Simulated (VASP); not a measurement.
Here is a VASP 6.6.1 calculation.

File INCAR:

```
PREC = Accurate
ENCUT = 520
EDIFF = 1E-6
ISMEAR = -1
SIGMA = 0.1
LREAL = F
LASPH = T
NELM = 80
ALGO = Normal
ISIF = 2
LWAVE = F
LCHARG = F
GGA = PE
NBANDS = 16
```

File KPOINTS:

```
regular mesh
0
Gamma
  12 12 7
```

Contents of POSCAR:

```
SiC
1.0
    2.7977404829      0.0000000000      0.0000000000
   -1.3988702415      2.4229143314      0.0000000000
    0.0000000000      0.0000000000      4.6541637599
Si C
2 2
Direct
    0.0000000000      0.0000000000      0.0000000000
    0.0000000000      0.0000000000      0.5000000000
    0.3333333333      0.6666666667      0.2500000000
    0.6666666667      0.3333333333      0.7500000000
```

Potentials or basis: VASP PAW PBE potentials, release 64 (Si, C).

Run with:

```sh
$ cat potpaw_PBE.64/Si/POTCAR potpaw_PBE.64/C/POTCAR > POTCAR
$ mpirun -np 1 vasp_std > vasp.out
```

**Question.** What does it give for the band gap on the k mesh?

**Answer.** Zero (band 8 reaches 13.00 eV, above the bottom of band 9 at 11.91 eV).

**Question.** Predict the pressure.

**Answer.** 21.0 GPa.

Stress tensor (GPa, compression positive):
```
21.12  0.00  0.00
 0.00 21.12  0.00
 0.00  0.00 20.75
```
